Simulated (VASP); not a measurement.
# NbIn2Se3 (P-6m2) in VASP: relaxation of cell and atoms with PBE

Aim: the relaxation of cell and atoms of NbIn2Se3 with PBE.

Program: VASP 6.6.1. These are calculated values, not measurements. Logs are shortened: lines on timing, memory, paths and dates and some standing lists are left out, and cuts for length are marked.

## 1. The cell of the first run

It takes space group P-6m2 (No. 187, hexagonal). The conventional cell has a = 4.713 Å, b = 4.713 Å, c = 8.201 Å, α = 90.00°, β = 90.00°, γ = 120.00°. Nb (site symmetry -6m2) has 3 Se at 2.72 Å within 3.6 Å. Within 3.6 Å of In (site symmetry -6m2) lie 3 In at 2.72 Å and 6 Se at 2.99 Å. Within 3.6 Å of In (site symmetry -6m2) lie 3 In at 2.72 Å and 6 Se at 2.99 Å. Se (site symmetry -6m2) has 3 Nb at 2.72 Å and 2 Se at 2.86 Å within 3.6 Å. Within 3.3 Å of Se (site symmetry 3m) lie 2 Se at 2.48 to 2.86 Å and 6 In at 2.99 Å.

The cell was generated, and may not be a known phase.

## 2. Relaxation of cell and atoms, PBE

INCAR reads:

```
  PREC = Accurate
  ENCUT = 500
  EDIFF = 1E-7
  ISMEAR = 0
  SIGMA = 0.15
  LREAL = F
  LASPH = T
  NELM = 120
  ALGO = Normal
  ISIF = 3
  LWAVE = F
  LCHARG = F
  GGA = PE
  IBRION = 2
  NSW = 36
  EDIFFG = -0.08
  GGA_COMPAT = F
  NELMIN = 4
```

KPOINTS reads:

```
Automatic mesh
0
Gamma
  3 3 2
```

POSCAR reads:

```
NbIn2Se3
1.0
    4.7127886000      0.0000000000      0.0000000000
   -2.3563943000      4.0813946500      0.0000000000
    0.0000000000      0.0000000000      8.2012024700
Nb In Se
1 2 3
Direct
    0.6666666700      0.3333333300      0.0000000000
    0.6666666700      0.3333333300      0.5000000000
    0.3333333300      0.6666666700      0.5000000000
    0.0000000000      0.0000000000      0.0000000000
    0.0000000000      0.0000000000      0.6510372300
    0.0000000000      0.0000000000      0.3489627700
```

Potentials or basis: VASP PAW PBE potentials, release 64 (Nb_sv, In_d, Se).

On the command line:

```
$ cat potpaw_PBE.64/Nb_sv/POTCAR potpaw_PBE.64/In_d/POTCAR potpaw_PBE.64/Se/POTCAR > POTCAR
$ mpirun -np 1 vasp_std > vasp.out
```

OUTCAR:

```text
PREC = Accurate
   ENCUT = 500
   EDIFF = 1E-7
   ISMEAR = 0
   LREAL = F
   LASPH = T
   NELM = 120
   ISIF = 3
   GGA = PE
   IBRION = 2
   NSW = 36
   EDIFFG = -0.08
   NELMIN = 4

 ion  position               nearest neighbor table
   1  0.667  0.333  0.000-   4 2.72   4 2.72   4 2.72
   2  0.667  0.333  0.500-   3 2.72   3 2.72   3 2.72   6 2.99   5 2.99   5 2.99   6 2.99   5 2.99
                             6 2.99
   3  0.333  0.667  0.500-   2 2.72   2 2.72   2 2.72   6 2.99   5 2.99   6 2.99   5 2.99   6 2.99
                             5 2.99
   4  0.000  0.000  0.000-   1 2.72   1 2.72   1 2.72
   5  0.000  0.000  0.651-   6 2.48   3 2.99   2 2.99   3 2.99   2 2.99   2 2.99   3 2.99
   6  0.000  0.000  0.349-   5 2.48   3 2.99   2 2.99   3 2.99   2 2.99   2 2.99   3 2.99

  LATTYP: Found a hexagonal cell.
 ALAT       =     4.7127886000
 C/A-ratio  =     1.7402016441

  Lattice vectors:

 A1 = (   4.7127886000,   0.0000000000,   0.0000000000)
 A2 = (  -2.3563943000,   4.0813946500,   0.0000000000)
 A3 = (   0.0000000000,   0.0000000000,   8.2012024700)

Analysis of symmetry for initial positions (statically):
=====================================================================
 Subroutine PRICEL returns:
 Original cell was already a primitive cell.

 Routine SETGRP: Setting up the symmetry group for a
 hexagonal supercell.

 Subroutine GETGRP returns: Found 12 space group operations
 (whereof 12 operations were pure point group operations)
 out of a pool of 24 trial point group operations.

The static configuration has the point symmetry D_3h.

Analysis of symmetry for dynamics (positions and initial velocities):
=====================================================================
 Subroutine PRICEL returns:
 Original cell was already a primitive cell.

 Routine SETGRP: Setting up the symmetry group for a
 hexagonal supercell.

 Subroutine GETGRP returns: Found 12 space group operations
 (whereof 12 operations were pure point group operations)
 out of a pool of 24 trial point group operations.

The dynamic configuration has the point symmetry D_3h.

 Subroutine INISYM returns: Found 12 space group operations
 (whereof 12 operations are pure point group operations),
 and found     1 'primitive' translations

----------------------------------------------------------------------------------------

                                     Primitive cell

  volume of cell :     157.7481

  direct lattice vectors                    reciprocal lattice vectors
     4.712788600  0.000000000  0.000000000     0.212188597  0.122507143  0.000000000
    -2.356394300  4.081394650  0.000000000     0.000000000  0.245014287  0.000000000
     0.000000000  0.000000000  8.201202470     0.000000000  0.000000000  0.121933339

  length of vectors
     4.712788600  4.712788600  8.201202470     0.245014287  0.245014287  0.121933339

  position of ions in fractional coordinates (direct lattice)
     0.666666670  0.333333330  0.000000000
     0.666666670  0.333333330  0.500000000
     0.333333330  0.666666670  0.500000000
     0.000000000  0.000000000  0.000000000
     0.000000000  0.000000000  0.651037230
     0.000000000  0.000000000  0.348962770

  ion indices of the primitive-cell ions
   primitive index   ion index
                 1           1
                 2           2
                 3           3
                 4           4
                 5           5
                 6           6

----------------------------------------------------------------------------------------

 KPOINTS: Automatic mesh

Automatic generation of k-mesh.
 Grid dimensions read from file:
 generate k-points for:    3    3    2

 Generating k-lattice:

  Cartesian coordinates                     Fractional coordinates (reciprocal lattice)
     0.070729532  0.040835714  0.000000000     0.333333333  0.000000000  0.000000000
     0.000000000  0.081671429  0.000000000     0.000000000  0.333333333  0.000000000
     0.000000000  0.000000000  0.060966669     0.000000000  0.000000000  0.500000000

  Length of vectors
     0.081671429  0.081671429  0.060966669

  Shift w.r.t. Gamma in fractional coordinates (k-lattice)
     0.000000000  0.000000000  0.000000000

 Subroutine IBZKPT returns following result:
 ===========================================

 Found      6 irreducible k-points:

 Following reciprocal coordinates:
            Coordinates               Weight
  0.000000  0.000000  0.000000      1.000000
  0.333333  0.000000  0.000000      6.000000
  0.333333  0.333333  0.000000      2.000000
  0.000000  0.000000  0.500000      1.000000
  0.333333  0.000000  0.500000      6.000000
  0.333333  0.333333  0.500000      2.000000
   k-points           NKPTS =      6   k-points in BZ     NKDIM =      6   number of bands    NBANDS=     34
   number of dos      NEDOS =    301   number of ions     NIONS =      6
   total plane-waves  NPLWV =  77760
   dimension x,y,z NGX =    36 NGY =   36 NGZ =   60
   dimension x,y,z NGXF=    72 NGYF=   72 NGZF=  120
   ions per type =               1   2   3
   NGX,Y,Z   is equivalent  to a cutoff of  12.70, 12.70, 12.16 a.u.
   NGXF,Y,Z  is equivalent  to a cutoff of  25.40, 25.40, 24.33 a.u.
 SYSTEM =  unknown system
   PREC   = accura    normal or accurate (medium, high low for compatibility)
   ISTART =      0    job   : 0-new  1-cont  2-samecut
   ICHARG =      2    charge: 1-file 2-atom 10-const
   ISPIN  =      1    spin polarized calculation?
   LNONCOLLINEAR =      F non collinear calculations
   LSORBIT =      F    spin-orbit coupling
   LASPH  =      T    aspherical Exc in radial PAW
   ENCUT  =  500.0 eV  36.75 Ry    6.06 a.u.   8.59  8.59 14.95*2*pi/ulx,y,z
   NELM   =    120;   NELMIN=  4; NELMDL= -5     # of ELM steps
   EDIFF  = 0.1E-06   stopping-criterion for ELM
   LREAL  =      F    real-space projection
   EDIFFG = -.8E-01   stopping-criterion for IOM
   NSW    =     36    number of steps for IOM
   IBRION =      2    ionic relax: 0-MD 1-quasi-New 2-CG
   NFREE  =      1    steps in history (QN), initial steepest desc. (CG)
   ISIF   =      3    stress and relaxation
   ISYM   =      2    0-nonsym 1-usesym 2-fastsym
   POTIM  = 0.5000    time-step for ionic-motion
   TEBEG  =    0.0;   TEEND  =   0.0 temperature during run
   PSTRESS=    0.0 pullay stress
   NELECT =      57.0000    total number of electrons
   NUPDOWN=      -1.0000    fix difference up-down
   EMIN   =  10.00;   EMAX   =-10.00  energy-range for DOS
   EFERMI =   0.00;   METHOD = LEGACY
   ISMEAR =     0;   SIGMA  =   0.15  broadening in eV -4-tet -1-fermi 0-gaus
   EFERMI_NEDOS =   21; number of points for ismear=-14 and -15
   IALGO  =     38    algorithm
   IMIX   =      4    mixing-type and parameters
     AMIX     =   0.40;   BMIX     =  1.00
     AMIX_MAG =   1.60;   BMIX_MAG =  1.00
  volume/ion in A,a.u.               =      26.29       177.42
  Fermi-wavevector in a.u.,A,eV,Ry     =   1.166035  2.203487 18.499007  1.359639
  Thomas-Fermi vector in A             =   2.302554
   LORBIT       =      0    0 simple, 1 ext, 2 COOP (PROOUT), +10 PAW based schemes
   GGA     = PE    functional components
   LHFCALC =     F    Hartree Fock is set to
   AEXX    =    0.0000 exact exchange contribution
   IVDW    =     0    specifies the selected vdW correction
   LEPSILON=     F    determine dielectric tensor
   LRPA    =     F    only Hartree local field effects (RPA)
 conjugate gradient relaxation of ions
 non-spin polarized calculation
 Gauss-broadening in eV      SIGMA  =   0.15
  energy-cutoff  :      500.00
  volume of cell :      157.75
 maximum number of plane-waves:      4050
 NGX is ok and might be reduce to    36
   NGX = 17   NGY = 17   NGZ = 29

--------------------------------------- Ionic step        1  -------------------------------------------

 number of electron      56.9999982 magnetization

 Free energy of the ion-electron system (eV)
  ---------------------------------------------------
  ext. energy  EPLUGINS =         0.00000000
  ---------------------------------------------------
  free energy    TOTEN  =       -20.99102515 eV

  energy without entropy =      -20.86507396  energy(sigma->0) =      -20.92804955

------------------------ aborting loop because EDIFF is reached ----------------------------------------

  FORCE on cell =-STRESS in cart. coord.  units (eV):
  Direction    XX          YY          ZZ          XY          YZ          ZX
  --------------------------------------------------------------------------------------
  -------------------------------------------------------------------------------------
  Total        6.7386923      6.7386923      9.2264383      0.0000000      0.0000000      0.0000000
  in kB       68.4419110     68.4419110     93.7088440      0.0000000      0.0000000      0.0000000
  external PRESSURE =      76.8642220 kB  Pullay stress =       0.0000000 kB
[... 101 lines left out ...]
  FREE ENERGIE OF THE ION-ELECTRON SYSTEM (eV)
  ---------------------------------------------------
  free  energy   TOTEN  =       -21.5841661817 eV

  energy  without entropy=      -21.4409542247  energy(sigma->0) =      -21.51256020

 E-fermi :   5.3771     XC(G=0):  -9.4189

 val. band max:        5.3755495392   @ k =   0.3333   0.0000   0.5000
 cond. band min:       5.4001234136   @ k =   0.0000   0.0000   0.0000
 fundamental gap:      0.0245738744
 Fermi energy:         5.3770793469

 k-point     1 :       0.0000    0.0000    0.0000
  band No.  band energies     occupation
      1     -50.5065      2.00000
      2     -26.6160      2.00000
      3     -26.6160      2.00000
      4     -26.5464      2.00000
      5     -10.2733      2.00000
      6     -10.1438      2.00000
[... 211 lines left out ...]
     33       6.0655      0.00000
     34       8.7188      0.00000

[... ionic steps 4 to 17 ...]

--------------------------------------- Ionic step       18  -------------------------------------------

 number of electron      56.9999970 magnetization

------------------------ aborting loop because EDIFF is reached ----------------------------------------

  FORCE on cell =-STRESS in cart. coord.  units (eV):
  Direction    XX          YY          ZZ          XY          YZ          ZX
  --------------------------------------------------------------------------------------
  -------------------------------------------------------------------------------------
  Total        0.1219592      0.1219592     -0.7505233      0.0000000     -0.0000000      0.0000000
  in kB        1.1381287      1.1381287     -7.0039154      0.0000000     -0.0000000      0.0000000
  external PRESSURE =      -1.5758860 kB  Pullay stress =       0.0000000 kB
[... 65 lines left out ...]
  energy  without entropy=      -22.8516307389  energy(sigma->0) =      -22.90293877

--------------------------------------- Ionic step       20  -------------------------------------------

 number of electron      56.9999967 magnetization

 Free energy of the ion-electron system (eV)
  ---------------------------------------------------
  ext. energy  EPLUGINS =         0.00000000
  ---------------------------------------------------
  free energy    TOTEN  =       -22.95662314 eV

  energy without entropy =      -22.85344010  energy(sigma->0) =      -22.90503162

 E-fermi :   4.8777     XC(G=0):  -9.1961

 val. band max:        4.8182495805   @ k =   0.0000   0.0000   0.5000
 cond. band min:       4.8989083388   @ k =   0.3333   0.0000   0.5000
 fundamental gap:      0.0806587582
 Fermi energy:         4.8776784153

 k-point     1 :       0.0000    0.0000    0.0000
  band No.  band energies     occupation
      1     -51.0235      2.00000
      2     -27.1240      2.00000
      3     -27.1240      2.00000
      4     -27.0411      2.00000
      5     -10.6162      2.00000
      6     -10.5070      2.00000
[... 244 lines left out ...]
  FREE ENERGIE OF THE ION-ELECTRON SYSTEM (eV)
  ---------------------------------------------------
  free  energy   TOTEN  =       -22.9566231354 eV

  energy  without entropy=      -22.8534401022  energy(sigma->0) =      -22.90503162

 reached required accuracy - stopping structural energy minimisation
```

It took 21 min on 1 thread of Intel Xeon 8259CL, shared host; peak memory 0.29 GiB.

What came out:

- Free energy: -22.9566 eV
- Relaxed volume: 28.51 Å³/atom
- Relaxed cell: a = 4.588 Å, b = 4.588 Å, c = 9.384 Å, α = 90.00°, β = 90.00°, γ = 120.00°
- Space group after relaxing (to 0.1 Å): P-6m2 (No. 187)
- Energy gained by relaxing: 327.6 meV/atom
- Ionic steps: 20
- Pressure after relaxing: -0.1 GPa
- Largest force after relaxing: 0.078 eV/Å
- Band gap on the k mesh: zero (an odd number of electrons rules out a gap without spin polarisation)

Forces on the atoms (eV/Å):
```
Nb   0.000  0.000  0.000
In   0.000  0.000  0.000
In   0.000  0.000  0.000
Se   0.000  0.000  0.000
Se   0.000  0.000 -0.078
Se   0.000  0.000  0.078
```

Step by step:
```tsv
step	energy change (eV)	largest force (eV/Å)	pressure (GPa)	volume (Å³)
1	0.0000	1.5737	7.69	157.75
2	-0.5673	0.3332	-1.86	188.31
3	-0.5931	0.4573	-0.65	181.83
4	-0.8270	1.0488	-1.08	182.31
5	-1.3692	0.9028	-0.42	182.32
6	-1.4217	0.5414	0.43	181.71
7	-1.4583	0.3072	-0.84	185.92
8	-1.4590	0.2962	-1.01	186.59
9	-1.5165	0.4032	-0.89	184.14
10	-1.7202	0.4771	-0.35	176.88
11	-1.8418	0.6056	3.10	162.76
12	-1.8631	0.3901	0.56	170.96
13	-1.9161	0.0996	1.55	166.84
14	-1.9368	0.2245	1.34	167.10
15	-1.9371	0.1862	1.36	167.08
16	-1.9530	0.1283	0.71	168.94
17	-1.9612	0.0433	-0.26	172.04
18	-1.9613	0.0523	-0.16	171.69
19	-1.9632	0.0581	-0.14	171.53
20	-1.9656	0.0780	-0.09	171.07
```

Final structure:
```cif
data_structure
_symmetry_space_group_name_H-M 'P 1'
_symmetry_Int_Tables_number 1
_cell_length_a 4.5880
_cell_length_b 4.5880
_cell_length_c 9.3842
_cell_angle_alpha 90.000
_cell_angle_beta 90.000
_cell_angle_gamma 120.000
_cell_volume 171.07
loop_
_atom_site_label
_atom_site_type_symbol
_atom_site_fract_x
_atom_site_fract_y
_atom_site_fract_z
_atom_site_occupancy
Nb1 Nb 0.66667 0.33333 0.00000 1
In1 In 0.66667 0.33333 0.50000 1
In2 In 0.33333 0.66667 0.50000 1
Se1 Se 0.00000 0.00000 0.00000 1
Se2 Se 0.00000 0.00000 0.72179 1
Se3 Se 0.00000 0.00000 0.27821 1
```

Levels at points of the mesh, in eV from the Fermi level:
```
           k point  band 25  band 26  band 27  band 28  band 29  band 30  band 31  band 32
(0.00, 0.00, 0.00)    -1.64    -1.64    -0.29     0.02     0.02     0.57     0.60     0.60
(0.00, 0.00, 0.50)    -1.33    -1.33    -0.49    -0.06    -0.06     0.64     0.64     0.79
```

Caveat: the k points lie up to 0.53 Å⁻¹ apart in the final cell, too coarse for converged energies and pressures of a metal; spin-orbit coupling is left out, which moves the levels of the heavy elements; the relaxation stopped at a loose force limit of 0.08 eV/Å, so its end isn't a converged minimum.

The gap in the log of VASP goes by the Fermi energy; the results here count the filled bands.